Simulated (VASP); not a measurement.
# Mg16HF32 (a cell with a defect) in VASP: single point with PBE

Aim: the single point of Mg16HF32 (a cell with a defect) with PBE.

All numbers are computed with VASP 6.6.1; they aren't measurements. Logs are shortened: lines on timing, memory, paths and dates and some standing lists are left out, and cuts for length are marked.

## (1) The cell of the first run

The cell holds a defect, 49 atoms: a = 9.077 Å, b = 9.077 Å, c = 9.077 Å, α = 94.08°, β = 117.67°, γ = 117.67°.

## (2) Single point, PBE, collinear spin

The input, INCAR:

```
PREC = Accurate
ENCUT = 520
EDIFF = 1E-6
ISMEAR = 0
SIGMA = 0.01
LREAL = Auto
LASPH = True
NELM = 200
ALGO = Normal
ISIF = 2
LWAVE = False
LCHARG = False
ISPIN = 2
MAGMOM = 0 0 0 0 0 0 0 0 0 0 0 0 0 0 0 0 0 0 0 0 0 0 0 0.2 0 0 0 0 0 0 0 0.2 0 0 0 0.2 0 0 0 0 0 0 0 0.2 0 0 0 0 0.2
LORBIT = 11
GGA = PE
NBANDS = 162
GGA_COMPAT = False
KPAR = 2
NCORE = 2
```

The input, KPOINTS:

```
Automatic mesh
0
Gamma
  2 2 2
  0.5 0.5 0.5
```

The input, POSCAR:

```
Mg16HF32
1.0
    4.6975810625      4.6975810625      6.1859837714
    4.6975810625     -4.6975810625     -6.1859837714
   -4.6975810625      4.6975810625     -6.1859837714
Mg F H
16 32 1
Direct
    0.4975446936      0.8746128202      0.8741530789
    0.4995125796      0.6251085507      0.6247839117
    0.4991569453      0.3766805161      0.3733400642
    0.5037192326      0.1286536286      0.1253023039
    0.0024553064      0.3766083853      0.8770681265
    0.0004874204      0.1252713321      0.6255959711
    0.0008430547      0.8741831188      0.3775235708
   -0.0037192326      0.6215830713      0.1249343961
    0.5033513247     -0.0003023039      0.5034169287
    0.5033404519      0.7516599358      0.2508168812
    0.5003246390      0.5002160883     -0.0002713321
    0.5004597412      0.2508469211      0.7483916147
   -0.0003246390      0.4994040289      0.4998914493
   -0.0004597412      0.2479318735      0.2503871798
   -0.0033513247      0.0000656039     -0.0036536286
   -0.0033404519      0.7474764292      0.7483194839
    0.6965015506      0.0974402531      0.0967820205
    0.6939127873      0.8500866931      0.8461543570
    0.6934406354      0.5968131636      0.5949397302
    0.6963428146      0.3496353827      0.3483683773
    0.1978330966      0.6027298908      0.0992942273
    0.1975003409      0.3488403328      0.8488126761
    0.1974684202      0.0989755243      0.5989670821
    0.1958098609      0.8360383753      0.3629661038
    0.5006582327      0.0282179795      0.7247195301
    0.5012670053      0.7766316227      0.4729744373
    0.5018734334      0.5300602698      0.2235009052
    0.5039323361      0.2788456430      0.9727584302
    0.0000084422      0.5260329179      0.7235013381
    0.0000276567      0.2761873239      0.4736876648
    0.0034356635      0.0257057727      0.2235388693
   -0.0269277285      0.7620338962      0.9578437571
    0.3021669034      0.9014611307      0.9048967942
    0.3024996591      0.6513123352      0.6513399919
    0.3025315798      0.4014986619      0.4015071042
    0.3041901391      0.1671562429      0.1402285144
    0.8034984494      0.4002804699      0.9009387025
    0.8060872127      0.1522415698      0.6561739058
    0.8065593646      0.9014990948      0.4033725282
    0.8036571854      0.6520255627      0.1532925680
    0.4999915578      0.7234928958      0.0260244757
    0.4999723433      0.4736600081      0.7761596672
    0.4965643365      0.2201032058      0.5222701092
    0.5269277285      0.9847714856      0.2889616247
   -0.0006582327      0.2240612975      0.0275597469
   -0.0012670053      0.9717074320      0.7753646173
   -0.0018734334      0.7216274718      0.5281868364
   -0.0039323361      0.4688260942      0.2749133069
    0.2500000000      0.9375000000      0.1875000000
```

Potentials or basis: VASP PAW PBE potentials, release 64 (Mg, F, H).

Run with:

```sh
cat potpaw_PBE.64/Mg/POTCAR potpaw_PBE.64/F/POTCAR potpaw_PBE.64/H/POTCAR > POTCAR
mpirun -np 4 vasp_std > vasp.out
```

OUTCAR:

```text
PREC = Accurate
   ENCUT = 520
   EDIFF = 1E-6
   ISMEAR = 0
   LREAL = Auto
   LASPH = True
   NELM = 200
   ISIF = 2
   ISPIN = 2
   LORBIT = 11
   GGA = PE

 ion  position               nearest neighbor table
   1  0.498  0.875  0.874-  41 2.01  25 2.01  17 2.02  18 2.02  34 2.02  33 2.03   4 3.09   2 3.10
                             9 3.64  13 3.66  10 3.66
   2  0.500  0.625  0.625-  42 2.01  26 2.02  19 2.02  18 2.02  34 2.02  35 2.03   3 3.09   1 3.10
                             9 3.64  15 3.65  16 3.65  12 3.66
   3  0.499  0.377  0.373-  19 2.00  36 2.01  27 2.01  35 2.02  20 2.02  43 2.03   2 3.09   4 3.10
                            10 3.64  16 3.64  11 3.65  14 3.66
   4  0.504  0.129  0.125-  28 2.01  20 2.01  17 2.02  33 2.03  44 2.05  36 2.06   1 3.09   3 3.10
                            13 3.64  14 3.64  11 3.65
   5  0.002  0.377  0.877-  29 2.01  45 2.01  37 2.02  38 2.02  22 2.02  21 2.03   8 3.09   6 3.10
                            15 3.64  11 3.66  16 3.66
   6  0.000  0.125  0.626-  30 2.01  46 2.02  39 2.02  38 2.02  22 2.02  23 2.03   7 3.09   5 3.10
                            15 3.64   9 3.65  10 3.65  14 3.66
   7  0.001  0.874  0.378-  39 2.00  24 2.01  47 2.01  23 2.02  40 2.02  31 2.03   6 3.09   8 3.10
                            16 3.64  10 3.64  13 3.65  12 3.66
   8  0.996  0.622  0.125-  48 2.01  40 2.01  37 2.02  21 2.03  32 2.05  24 2.06   5 3.09   7 3.10
                            11 3.64  12 3.64  13 3.65
   9  0.503  1.000  0.503-  38 2.01  26 2.01  25 2.02  43 2.03  24 2.05  44 2.06  12 3.09  10 3.10
[... 45 lines left out ...]
  47  0.998  0.722  0.528-  16 2.00   7 2.01  13 2.02
  48  0.996  0.469  0.275-   8 2.01  14 2.02  13 2.02
  49  0.250  0.938  0.188-

  LATTYP: Found a body centered tetragonal cell.
 ALAT       =     9.3951621250
 C/A-ratio  =     1.3168444970

  Lattice vectors:

 A1 = (  -4.6975810625,   4.6975810625,   6.1859837714)
 A2 = (   4.6975810625,  -4.6975810625,   6.1859837714)
 A3 = (   4.6975810625,   4.6975810625,  -6.1859837714)

Analysis of symmetry for initial positions (statically):
=====================================================================
 Subroutine PRICEL returns:
 Original cell was already a primitive cell.

 Routine SETGRP: Setting up the symmetry group for a
 body centered tetragonal supercell.

 Subroutine GETGRP returns: Found  4 space group operations
 (whereof  1 operations were pure point group operations)
 out of a pool of 16 trial point group operations.

The static configuration has the point symmetry C_1 .
 The point group associated with its full space group is S_4 .

Analysis of symmetry for dynamics (positions and initial velocities):
=====================================================================
 Subroutine PRICEL returns:
 Original cell was already a primitive cell.
[... 242 lines left out ...]

  energy without entropy =     -252.61839260  energy(sigma->0) =     -252.61839260

 E-fermi :   1.7355     XC(G=0):  -9.5619

 val. band max:        1.6382311283   @ k =   0.2500   0.2500   0.2500
 cond. band min:       4.4584419148   @ k =  -0.2500   0.2500   0.2500
 fundamental gap:      2.8202107865
 Fermi energy:         1.7355235851

 spin component 1

 k-point     1 :       0.2500    0.2500    0.2500
  band No.  band energies     occupation
      1     -21.8467      1.00000
      2     -21.8459      1.00000
      3     -21.8330      1.00000
      4     -21.8196      1.00000
      5     -21.6046      1.00000
      6     -21.5930      1.00000
[... 418 lines left out ...]
    139       9.6411      0.00000
    140      10.1681      0.00000
 Fermi energy:         1.7355235851

 spin component 2

 k-point     1 :       0.2500    0.2500    0.2500
  band No.  band energies     occupation
      1     -21.8332      1.00000
      2     -21.8231      1.00000
      3     -21.8159      1.00000
      4     -21.8108      1.00000
      5     -21.5835      1.00000
      6     -21.5744      1.00000
[... 418 lines left out ...]
    139       9.7465      0.00000
    140      10.2540      0.00000
 [bands above 140 left out]

------------------------ aborting loop because EDIFF is reached ----------------------------------------

  FORCE on cell =-STRESS in cart. coord.  units (eV):
  Direction    XX          YY          ZZ          XY          YZ          ZX
  --------------------------------------------------------------------------------------
  -------------------------------------------------------------------------------------
  Total       -0.2663527     -0.2663527     -1.1040841     -0.0000000      0.0000000      0.0000000
  in kB       -0.7815386     -0.7815386     -3.2396300     -0.0000001      0.0000000      0.0000000
  external PRESSURE =      -1.6009024 kB  Pullay stress =       0.0000000 kB

 VOLUME and BASIS-vectors are now :
 -----------------------------------------------------------------------------
  energy-cutoff  :      520.00
  volume of cell :      546.03
      direct lattice vectors                 reciprocal lattice vectors
     4.697581063  4.697581063  6.185983771     0.106437759  0.106437759  0.000000000
     4.697581063 -4.697581063 -6.185983771     0.106437759  0.000000000 -0.080827887
    -4.697581063  4.697581063 -6.185983771     0.000000000  0.106437759 -0.080827887

 POSITION                                       TOTAL-FORCE (eV/Angst)
 -----------------------------------------------------------------------------------
      2.33942      2.33510     -7.74003         0.001998      0.001621      0.004873
      2.34803      2.34498     -4.64184         0.001316      0.001484     -0.001168
      2.36052      2.32914     -1.55184         0.010538     -0.001276     -0.003871
      2.38201      2.35052      1.54503         0.011033     -0.000866      0.002787
     -2.33942      2.36248     -7.74003        -0.001998     -0.001621      0.004873
     -2.34803      2.35261     -4.64184        -0.001316     -0.001484     -0.001168
[... 41 lines left out ...]
      5.59003      3.76819      1.56090        -0.001062      0.000070     -0.001385
      4.69758     -2.34879     -5.41274         0.000000     -0.000000     -0.000000
 -----------------------------------------------------------------------------------
    total drift:                               -0.000004     -0.000000      0.000164

  FREE ENERGIE OF THE ION-ELECTRON SYSTEM (eV)
  ---------------------------------------------------
  free  energy   TOTEN  =      -252.6183925956 eV

  energy  without entropy=     -252.6183925956  energy(sigma->0) =     -252.61839260

 total charge

# of ion       s       p       d       tot
------------------------------------------
    1        0.119   0.146   0.070   0.334
    2        0.118   0.145   0.069   0.333
    3        0.119   0.147   0.070   0.336
    4        0.117   0.143   0.067   0.327
    5        0.119   0.146   0.070   0.334
    6        0.118   0.145   0.069   0.333
[... 41 lines left out ...]
   48        1.730   4.422   0.000   6.152
   49        0.423   0.005   0.000   0.428
--------------------------------------------------
tot         57.703 143.739   1.105 202.548

 magnetization (x)

# of ion       s       p       d       tot
------------------------------------------
    1        0.000   0.000   0.000   0.000
    2        0.000   0.000   0.000   0.000
    3        0.000   0.000   0.000   0.000
    4        0.000  -0.000  -0.000  -0.000
    5        0.000   0.000   0.000   0.000
    6        0.000   0.000   0.000   0.000
[... 41 lines left out ...]
   48        0.000   0.000   0.000   0.000
   49        0.358   0.001   0.000   0.359
--------------------------------------------------
tot          0.378   0.194   0.000   0.572
```

Wall time 7.6 min (4 MPI ranks of Intel Xeon 6975P-C (Granite Rapids), shared host); peak memory 0.67 GiB.

What came out:

```
Free energy                                           : -252.6184 eV
Pressure                                              : -0.2 GPa
Largest force                                         : 0.011 eV/Å
Band gap on the k mesh                                : 2.82 eV
Net moment                                            : 1.00 μB per cell
Site moments                                          : Mg +0.00, -0.00; F +0.00, +0.05; H +0.36 μB
Valence electrons inside the program's atomic spheres : Mg 0.33, 0.34; F 6.15, 6.14; H 0.43
```

Forces in eV/Å, atoms in the order of the input:
```
Mg   0.002  0.002  0.005
Mg   0.001  0.001 -0.001
Mg   0.011 -0.001 -0.004
Mg   0.011 -0.001  0.003
Mg  -0.002 -0.002  0.005
Mg  -0.001 -0.001 -0.001
Mg  -0.011  0.001 -0.004
Mg  -0.011  0.001  0.003
Mg   0.001  0.011 -0.003
Mg   0.001  0.011  0.004
Mg  -0.001  0.001  0.001
Mg  -0.002  0.002 -0.005
Mg   0.001 -0.001  0.001
Mg   0.002 -0.002 -0.005
Mg  -0.001 -0.011 -0.003
Mg  -0.001 -0.011  0.004
F   -0.004  0.000 -0.001
F    0.000 -0.001  0.001
F   -0.004 -0.003  0.002
F   -0.002 -0.001  0.002
F   -0.003 -0.003  0.000
F   -0.002 -0.001  0.000
F    0.002  0.000 -0.001
F    0.006 -0.007  0.002
F    0.000 -0.004  0.001
F    0.001 -0.002 -0.002
F    0.003 -0.004 -0.002
F    0.001  0.000 -0.001
F    0.000  0.002  0.001
F    0.001 -0.002  0.000
F    0.003 -0.003  0.000
F    0.007  0.006 -0.002
F    0.003  0.003  0.000
F    0.002  0.001  0.000
F   -0.002  0.000 -0.001
F   -0.006  0.007  0.002
F    0.004  0.000 -0.001
F    0.000  0.001  0.001
F    0.004  0.003  0.002
F    0.002  0.001  0.002
F    0.000 -0.002  0.001
F   -0.001  0.002  0.000
F   -0.003  0.003  0.000
F   -0.007 -0.006 -0.002
F    0.000  0.004  0.001
F   -0.001  0.002 -0.002
F   -0.003  0.004 -0.002
F   -0.001  0.000 -0.001
H    0.000  0.000  0.000
```
